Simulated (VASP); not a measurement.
# PbO2 (Fm-3m) in VASP: further runs

PbO2 is run at these levels: PBEsol; tasks: single point, relaxation of cell and atoms.

Program: VASP 6.6.1. These are calculated values, not measurements. Logs are shortened: lines on timing, memory, paths and dates and some standing lists are left out, and cuts for length are marked.

### 1 The cell of the first run

Symmetry: Fm-3m, No. 225, cubic system. Conventional cell: a = 5.309 Å, b = 5.309 Å, c = 5.309 Å, α = 90.00°, β = 90.00°, γ = 90.00°. Pb (site symmetry m-3m) has 8 O at 2.30 Å within 3.0 Å. Within 3.0 Å of O (site symmetry -43m) lie 4 Pb at 2.30 Å and 6 O at 2.65 Å.

### 2 Single point, PBEsol

The input, INCAR:

```
SYSTEM = PbO2
PREC     = Accurate       ! precision mode
ENCUT    = 520            ! plane-wave cutoff, eV
EDIFF    = 1E-6           ! SCF threshold, eV
ISMEAR   = -1             ! smearing method
SIGMA    = 0.05           ! smearing width, eV
LREAL    = .FALSE.        ! projectors in reciprocal space
LASPH    = .TRUE.         ! aspherical terms in the spheres
NELM     = 100            ! most SCF steps
ALGO     = Normal         ! electronic algorithm
ISIF     = 2              ! what is computed and relaxed
LWAVE    = .FALSE.        ! write WAVECAR
LCHARG   = .FALSE.        ! write CHGCAR
GGA      = PS             ! functional
NBANDS   = 20             ! bands
```

The input, KPOINTS:

```
Automatic mesh
0
G
  9 9 9
  0 0 0
```

The input, POSCAR:

```
PbO2
1.0
    0.0000000000      2.6544136116      2.6544136116
    2.6544136116      0.0000000000      2.6544136116
    2.6544136116      2.6544136116      0.0000000000
Pb O
1 2
Direct
    0.0000000000      0.0000000000      0.0000000000
    0.7500000000      0.7500000000      0.7500000000
    0.2500000000      0.2500000000      0.2500000000
```

Potentials or basis: VASP PAW PBE potentials, release 64 (Pb_d, O).

Run with:

```bash
$ cat potpaw_PBE.64/Pb_d/POTCAR potpaw_PBE.64/O/POTCAR > POTCAR
$ mpirun -np 1 vasp_std > vasp.out
```

OUTCAR:

```text
SYSTEM = PbO2
   PREC = Accurate
   ENCUT = 520
   EDIFF = 1E-6
   ISMEAR = -1
   LREAL = .FALSE.
   LASPH = .TRUE.
   NELM = 100
   ISIF = 2
   GGA = PS

 ion  position               nearest neighbor table
   1  0.000  0.000  0.000-   2 2.30   2 2.30   2 2.30   2 2.30   3 2.30   3 2.30   3 2.30   3 2.30

   2  0.750  0.750  0.750-   1 2.30   1 2.30   1 2.30   1 2.30
   3  0.250  0.250  0.250-   1 2.30   1 2.30   1 2.30   1 2.30

  LATTYP: Found a face centered cubic cell.
 ALAT       =     5.3088272232

  Lattice vectors:

 A1 = (   0.0000000000,   2.6544136116,   2.6544136116)
 A2 = (   2.6544136116,   0.0000000000,   2.6544136116)
 A3 = (   2.6544136116,   2.6544136116,   0.0000000000)

Analysis of symmetry for initial positions (statically):
=====================================================================
 Subroutine PRICEL returns:
 Original cell was already a primitive cell.

 Routine SETGRP: Setting up the symmetry group for a
 face centered cubic supercell.

 Subroutine GETGRP returns: Found 48 space group operations
 (whereof 48 operations were pure point group operations)
 out of a pool of 48 trial point group operations.

The static configuration has the point symmetry O_h .

Analysis of symmetry for dynamics (positions and initial velocities):
=====================================================================
 Subroutine PRICEL returns:
 Original cell was already a primitive cell.

 Routine SETGRP: Setting up the symmetry group for a
 face centered cubic supercell.

 Subroutine GETGRP returns: Found 48 space group operations
 (whereof 48 operations were pure point group operations)
 out of a pool of 48 trial point group operations.

The dynamic configuration has the point symmetry O_h .

 Subroutine INISYM returns: Found 48 space group operations
 (whereof 48 operations are pure point group operations),
 and found     1 'primitive' translations

----------------------------------------------------------------------------------------

                                     Primitive cell

  volume of cell :      37.4055

  direct lattice vectors                    reciprocal lattice vectors
     0.000000000  2.654413612  2.654413612    -0.188365520  0.188365520  0.188365520
     2.654413612  0.000000000  2.654413612     0.188365520 -0.188365520  0.188365520
     2.654413612  2.654413612  0.000000000     0.188365520  0.188365520 -0.188365520

  length of vectors
     3.753907730  3.753907730  3.753907730     0.326258651  0.326258651  0.326258651

  position of ions in fractional coordinates (direct lattice)
     0.000000000  0.000000000  0.000000000
     0.750000000  0.750000000  0.750000000
     0.250000000  0.250000000  0.250000000

  ion indices of the primitive-cell ions
   primitive index   ion index
                 1           1
                 2           2
                 3           3

----------------------------------------------------------------------------------------

 KPOINTS: Automatic mesh

Automatic generation of k-mesh.
 Grid dimensions read from file:
 generate k-points for:    9    9    9

 Generating k-lattice:

  Cartesian coordinates                     Fractional coordinates (reciprocal lattice)
    -0.020929502  0.020929502  0.020929502     0.111111111  0.000000000  0.000000000
     0.020929502 -0.020929502  0.020929502     0.000000000  0.111111111  0.000000000
     0.020929502  0.020929502 -0.020929502     0.000000000  0.000000000  0.111111111

  Length of vectors
     0.036250961  0.036250961  0.036250961

  Shift w.r.t. Gamma in fractional coordinates (k-lattice)
     0.000000000  0.000000000  0.000000000

 Subroutine IBZKPT returns following result:
 ===========================================

 Found     35 irreducible k-points:

 Following reciprocal coordinates:
            Coordinates               Weight
  0.000000  0.000000  0.000000      1.000000
  0.111111  0.000000  0.000000      8.000000
  0.222222  0.000000  0.000000      8.000000
  0.333333  0.000000  0.000000      8.000000
  0.444444  0.000000  0.000000      8.000000
  0.111111  0.111111  0.000000      6.000000
[... 16 lines left out ...]
 -0.333333  0.333333  0.000000     12.000000
  0.444444  0.444444  0.000000      6.000000
 [... further k-points ...]
   k-points           NKPTS =     35   k-points in BZ     NKDIM =     35   number of bands    NBANDS=     20
   number of dos      NEDOS =    301   number of ions     NIONS =      3
   total plane-waves  NPLWV =  21952
   dimension x,y,z NGX =    28 NGY =   28 NGZ =   28
   dimension x,y,z NGXF=    56 NGYF=   56 NGZF=   56
   ions per type =               1   2
   NGX,Y,Z   is equivalent  to a cutoff of  12.40, 12.40, 12.40 a.u.
   NGXF,Y,Z  is equivalent  to a cutoff of  24.80, 24.80, 24.80 a.u.
 SYSTEM =  PbO2
   PREC   = accura    normal or accurate (medium, high low for compatibility)
   ISTART =      0    job   : 0-new  1-cont  2-samecut
   ICHARG =      2    charge: 1-file 2-atom 10-const
   ISPIN  =      1    spin polarized calculation?
   LNONCOLLINEAR =      F non collinear calculations
   LSORBIT =      F    spin-orbit coupling
   LASPH  =      T    aspherical Exc in radial PAW
   ENCUT  =  520.0 eV  38.22 Ry    6.18 a.u.   6.98  6.98  6.98*2*pi/ulx,y,z
   NELM   =    100;   NELMIN=  2; NELMDL= -5     # of ELM steps
   EDIFF  = 0.1E-05   stopping-criterion for ELM
   LREAL  =      F    real-space projection
   EDIFFG = 0.1E-04   stopping-criterion for IOM
   NSW    =      0    number of steps for IOM
   IBRION =     -1    ionic relax: 0-MD 1-quasi-New 2-CG
   NFREE  =      0    steps in history (QN), initial steepest desc. (CG)
   ISIF   =      2    stress and relaxation
   ISYM   =      2    0-nonsym 1-usesym 2-fastsym
   POTIM  = 0.5000    time-step for ionic-motion
   TEBEG  =    0.0;   TEEND  =   0.0 temperature during run
   PSTRESS=    0.0 pullay stress
   NELECT =      26.0000    total number of electrons
   NUPDOWN=      -1.0000    fix difference up-down
   EMIN   =  10.00;   EMAX   =-10.00  energy-range for DOS
   EFERMI =   0.00;   METHOD = LEGACY
   ISMEAR =    -1;   SIGMA  =   0.05  broadening in eV -4-tet -1-fermi 0-gaus
   EFERMI_NEDOS =   21; number of points for ismear=-14 and -15
   IALGO  =     38    algorithm
   IMIX   =      4    mixing-type and parameters
     AMIX     =   0.40;   BMIX     =  1.00
     AMIX_MAG =   1.60;   BMIX_MAG =  1.00
  volume/ion in A,a.u.               =      12.47        84.14
  Fermi-wavevector in a.u.,A,eV,Ry     =   1.450176  2.740435 28.613190  2.103010
  Thomas-Fermi vector in A             =   2.567818
   LORBIT       =      0    0 simple, 1 ext, 2 COOP (PROOUT), +10 PAW based schemes
   GGA     = PS    functional components
   LHFCALC =     F    Hartree Fock is set to
   AEXX    =    0.0000 exact exchange contribution
   IVDW    =     0    specifies the selected vdW correction
   LEPSILON=     F    determine dielectric tensor
   LRPA    =     F    only Hartree local field effects (RPA)
 non-spin polarized calculation
  energy-cutoff  :      520.00
  volume of cell :       37.41
 maximum number of plane-waves:      1022
   NGX = 13   NGY = 13   NGZ = 13

 number of electron      26.0000019 magnetization

 Free energy of the ion-electron system (eV)
  ---------------------------------------------------
  ext. energy  EPLUGINS =         0.00000000
  ---------------------------------------------------
  free energy    TOTEN  =       -16.79183357 eV

  energy without entropy =      -16.78607216  energy(sigma->0) =      -16.78895287

 E-fermi :   6.1816     XC(G=0): -11.7128

 val. band max:        6.1355562202   @ k =  -0.3333   0.4444   0.2222
 cond. band min:       6.8715236647   @ k =  -0.1111   0.1111   0.0000
 fundamental gap:      0.7359674445
 Fermi energy:         6.1815936484

 k-point     1 :       0.0000    0.0000    0.0000
  band No.  band energies     occupation
      1     -12.7317      2.00000
      2      -9.5158      2.00000
      3      -9.5158      2.00000
      4      -9.5158      2.00000
      5      -9.5004      2.00000
      6      -9.2061      2.00000
[... 12 lines left out ...]
     19      21.8712      0.00000
     20      21.8712      0.00000

 k-point     2 :       0.1111    0.0000    0.0000
  band No.  band energies     occupation
      1     -12.6209      2.00000
      2     -10.1785      2.00000
      3      -9.4974      2.00000
      4      -9.4974      2.00000
      5      -9.2075      2.00000
      6      -9.2075      2.00000
[... 12 lines left out ...]
     19      21.7770      0.00000
     20      21.7770      0.00000

 k-point     3 :       0.2222    0.0000    0.0000
  band No.  band energies     occupation
      1     -12.3364      2.00000
      2     -10.7006      2.00000
      3      -9.4578      2.00000
      4      -9.4578      2.00000
      5      -9.2032      2.00000
      6      -9.2032      2.00000
[... 12 lines left out ...]
     19      21.6095      0.00000
     20      21.6095      0.00000

 k-point     4 :       0.3333    0.0000    0.0000
  band No.  band energies     occupation
      1     -12.0580      2.00000
      2     -10.9295      2.00000
      3      -9.4298      2.00000
      4      -9.4298      2.00000
      5      -9.1793      2.00000
      6      -9.1793      2.00000
[... 12 lines left out ...]
     19      21.4871      0.00000
     20      21.4871      0.00000

 k-point     5 :       0.4444    0.0000    0.0000
  band No.  band energies     occupation
      1     -11.9796      2.00000
      2     -10.8518      2.00000
      3      -9.4225      2.00000
      4      -9.4225      2.00000
      5      -9.1517      2.00000
      6      -9.1517      2.00000
[... 12 lines left out ...]
     19      21.4070      0.00000
     20      21.4070      0.00000
[... 353 lines left out ...]
      6      -9.1323      2.00000
[... 12 lines left out ...]
     19      22.3222      0.00000
     20      24.0319      0.00000

 k-point    22 :      -0.4444    0.3333    0.0000
  band No.  band energies     occupation
      1     -11.6682      2.00000
      2     -11.3240      2.00000
      3      -9.3254      2.00000
      4      -9.2475      2.00000
      5      -9.1539      2.00000
      6      -8.7851      2.00000
[... 12 lines left out ...]
     19      22.5990      0.00000
     20      23.2800      0.00000

 k-point    23 :      -0.3333    0.3333    0.0000
  band No.  band energies     occupation
      1     -11.6450      2.00000
      2     -11.3810      2.00000
      3      -9.2926      2.00000
      4      -9.2689      2.00000
      5      -9.1924      2.00000
      6      -8.3684      2.00000
[... 12 lines left out ...]
     19      21.8825      0.00000
     20      23.8818      0.00000

 k-point    24 :       0.4444    0.4444    0.0000
  band No.  band energies     occupation
      1     -11.7235      2.00000
      2     -11.1914      2.00000
      3      -9.3636      2.00000
      4      -9.2081      2.00000
      5      -9.2081      2.00000
      6      -9.1290      2.00000
[... 12 lines left out ...]
     19      22.2527      0.00000
     20      23.4668      0.00000

 [... further k-points ...]
[... 5 lines left out ...]
  --------------------------------------------------------------------------------------
  -------------------------------------------------------------------------------------
  Total        0.5289424      0.5289424      0.5289424      0.0000000     -0.0000000      0.0000000
  in kB       22.6559953     22.6559953     22.6559953      0.0000000     -0.0000000      0.0000000
  external PRESSURE =      22.6559953 kB  Pullay stress =       0.0000000 kB

 VOLUME and BASIS-vectors are now :
 -----------------------------------------------------------------------------
  energy-cutoff  :      520.00
  volume of cell :       37.41
      direct lattice vectors                 reciprocal lattice vectors
     0.000000000  2.654413612  2.654413612    -0.188365520  0.188365520  0.188365520
     2.654413612  0.000000000  2.654413612     0.188365520 -0.188365520  0.188365520
     2.654413612  2.654413612  0.000000000     0.188365520  0.188365520 -0.188365520

 POSITION                                       TOTAL-FORCE (eV/Angst)
 -----------------------------------------------------------------------------------
      0.00000      0.00000      0.00000        -0.000000      0.000000      0.000000
      3.98162      3.98162      3.98162        -0.000000      0.000000     -0.000000
      1.32721      1.32721      1.32721         0.000000     -0.000000      0.000000
 -----------------------------------------------------------------------------------
    total drift:                                0.000000     -0.000000      0.000000

  FREE ENERGIE OF THE ION-ELECTRON SYSTEM (eV)
  ---------------------------------------------------
  free  energy   TOTEN  =       -16.7918335750 eV

  energy  without entropy=      -16.7860721568  energy(sigma->0) =      -16.78895287
```

Run time: 41 s. Hardware: 1 thread of Intel Xeon 8259CL, shared host; peak memory 0.17 GiB.

Results:

- Free energy: -16.7918 eV
- Pressure: 2.3 GPa
- Band gap on the k mesh: zero (bands 13 and 14 overlap by 1.28 eV)

Caveat: the PAW data sets were made with another functional, which shifts forces and pressure a little; spin-orbit coupling is left out, which moves the levels of the heavy elements.

(Continued in part 2 of 2.)
